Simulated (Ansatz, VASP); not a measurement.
# ZnSb2C: VASP beside Ansatz

INCAR

```
SYSTEM = ZnSb2C
ALGO = Normal
EDIFF = 1E-7
ENCUT = 520
GGA = PE
ISIF = 2
ISMEAR = -1
LASPH = .True.
LCHARG = .False.
LREAL = .False.
LWAVE = .False.
NBANDS = 36
NELM = 80
PREC = Accurate
SIGMA = 0.02
```

File KPOINTS:

```
k-points
0
Gamma
  6 6 2
  0 0 0
```

POSCAR

```
ZnSb2C
1.0
    3.9059749596      0.0000000000      0.0000000000
    0.0000000000      3.9059749596      0.0000000000
    0.0000000000      0.0000000000     11.8022357106
Zn Sb C
2 4 2
Direct
    0.5000000000      0.0000000000      0.8547331895
    0.0000000000      0.5000000000      0.1452668105
    0.5000000000      0.5000000000      0.0000000000
    0.0000000000      0.0000000000      0.2974351206
    0.5000000000      0.5000000000      0.5000000000
    0.0000000000      0.0000000000      0.7025648794
    0.5000000000      0.0000000000      0.4011644414
    0.0000000000      0.5000000000      0.5988355586
```

Input for Ansatz:

```yaml
crystal:
  lattice:
    - [3.9059749596, 0.0, 0.0]
    - [0.0, 3.9059749596, 0.0]
    - [0.0, 0.0, 11.8022357106]
  atoms:
    - { symbol: Zn, position: [0.5, 0.0, 0.8547331895] }
    - { symbol: Sb, position: [0.5, 0.5, 0.0] }
    - { symbol: Zn, position: [0.0, 0.5, 0.1452668105] }
    - { symbol: Sb, position: [0.0, 0.0, 0.2974351206] }
    - { symbol: C, position: [0.5, 0.0, 0.4011644414] }
    - { symbol: Sb, position: [0.5, 0.5, 0.5] }
    - { symbol: C, position: [0.0, 0.5, 0.5988355586] }
    - { symbol: Sb, position: [0.0, 0.0, 0.7025648794] }
kpoints:
  mp_grid: { grid: [6, 6, 2] }
hamiltonian:
  xc: pbe
scf:
  occupations: { method: fermi_dirac, width: 0.02 }
  n_extra_bands: 6
output:
  forces: true
  stress: true
  eigenvalues: true
```

Alike in both runs: task single point; functional PBE; k mesh 6 × 6 × 2; occupations fermi-dirac, width 0.02 eV; no spin polarisation.

|  | VASP | Ansatz |
| --- | --- | --- |
| version | VASP 6.6.1 | Ansatz 0.2.0 |
| potentials or method | VASP PAW PBE potentials, release 64 (Zn, Sb, C) | plane waves, PAW |
| plane-wave cutoff (eV) | 520 | 420 |
| valence electrons in the cell | 52 | 92 |

```tsv
	VASP	Ansatz	Ansatz less VASP
pressure (GPa)	0.1	0.0	-0.10
rms of the force components (eV/Å)	0.004	0.000	-0.0035
```

VASP's potentials hold 52 valence electrons a cell and Ansatz's 92, so a difference there can come from the potentials and not from the codes.

Neither program's run includes spin-orbit coupling.
